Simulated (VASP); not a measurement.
A run of VASP 6.6.1:

File POSCAR:

```
NaCl
1.0
    3.4595458349      0.0000000000      0.0000000000
    0.0000000000      3.4595458349      0.0000000000
    0.0000000000      0.0000000000      3.4595458349
Na Cl
1 1
Direct
    0.0000000000      0.0000000000      0.0000000000
    0.5000000000      0.5000000000      0.5000000000
```

INCAR.step1

```
SYSTEM = NaCl
PREC = Accurate ; ENCUT = 520
ISMEAR = 0 ; SIGMA = 0.01
LREAL = .False. ; LASPH = .True.
NELM = 60 ; NBANDS = 14
GGA = PE ; ALGO = Normal
EDIFF = 1E-4 ; LWAVE = .True.
LCHARG = .False.
```

Contents of INCAR.step2:

```
SYSTEM = NaCl
PREC = Accurate ; ENCUT = 520
EDIFF = 1E-6 ; ISMEAR = 0
SIGMA = 0.01 ; LREAL = .False.
LASPH = .True. ; NELM = 60
ALGO = Normal ; ISIF = 2
LWAVE = .False. ; LCHARG = .False.
METAGGA = R2SCAN ; LMIXTAU = .True.
NBANDS = 14 ; ISTART = 1
```

Contents of KPOINTS:

```
Automatic mesh
0
Gamma
  6 6 6
  0 0 0
```

Potentials or basis: VASP PAW PBE potentials, release 64 (Na_pv, Cl).

Launch:

```console
$ cat potpaw_PBE.64/Na_pv/POTCAR potpaw_PBE.64/Cl/POTCAR > POTCAR
$ cp INCAR.step1 INCAR
$ mpirun -np 1 vasp_std > vasp.out
$ cp INCAR.step2 INCAR
$ mpirun -np 1 vasp_std > vasp.out
```

Hardware: 1 thread of Intel(R) Xeon(R) 6975P-C (Granite Rapids), on a shared host.

Problem. Estimate the wall time of this run.

Solution. It took 18 s on 1 thread of Intel(R) Xeon(R) 6975P-C (Granite Rapids), with other jobs on the host, peak memory 0.15 GiB. Counts: k points 20.
